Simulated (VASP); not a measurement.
Here is a VASP 6.6.1 calculation.

File POSCAR:

```
Na
1.0
    3.6887707041      0.0000000000      0.0000000000
   -1.8443853520      3.1945691385      0.0000000000
    0.0000000000      0.0000000000      6.2691940000
Na
2
Direct
    0.3333333300      0.6666666700      0.2500000000
    0.6666666700      0.3333333300      0.7500000000
```

File INCAR.step1:

```
ALGO = Normal
EDIFF = 1E-4
ENCUT = 600
GGA = PE
ISMEAR = 0
LASPH = T
LCHARG = F
LREAL = F
LWAVE = T
NELM = 100
PREC = Accurate
SIGMA = 0.1
```

INCAR.step2

```
ALGO = Normal
EDIFF = 1E-6
EDIFFG = -0.005
ENCUT = 600
IBRION = 2
ISIF = 3
ISMEAR = 0
ISTART = 1
LASPH = T
LCHARG = F
LMIXTAU = T
LREAL = F
LWAVE = F
METAGGA = R2SCAN
NELM = 100
NSW = 100
PREC = Accurate
SIGMA = 0.1
```

Contents of KPOINTS:

```
k-points
0
Gamma
  15 15 8
```

Potentials or basis: VASP PAW PBE potentials, release 64 (Na_pv).

Command:

```sh
$ cat potpaw_PBE.64/Na_pv/POTCAR > POTCAR
$ cp INCAR.step1 INCAR
$ mpirun -np 1 vasp_std > vasp.out
$ cp INCAR.step2 INCAR
$ mpirun -np 1 vasp_std > vasp.out
```

Question: Estimate the relaxed cell.

Answer: a = 3.759 Å, b = 3.759 Å, c = 6.140 Å, α = 90.00°, β = 90.00°, γ = 120.00°.

Question: Estimate the relaxed volume.

Answer: 37.57 Å³/atom.

Step by step:
```
step  energy change (eV)  largest force (eV/Å)  pressure (GPa)  volume (Å³)
   1              0.0000                0.0000            0.17        73.88
   2             -0.0014                0.0000            0.12        74.29
   3             -0.0038                0.0000            0.01        75.54
   4             -0.0038                0.0000           -0.07        76.01
   5             -0.0038                0.0000           -0.06        75.93
   6             -0.0040                0.0000           -0.04        75.70
   7             -0.0042                0.0000            0.02        75.13
```

Caveat: the PAW data sets were made with another functional, which shifts forces and pressure a little.
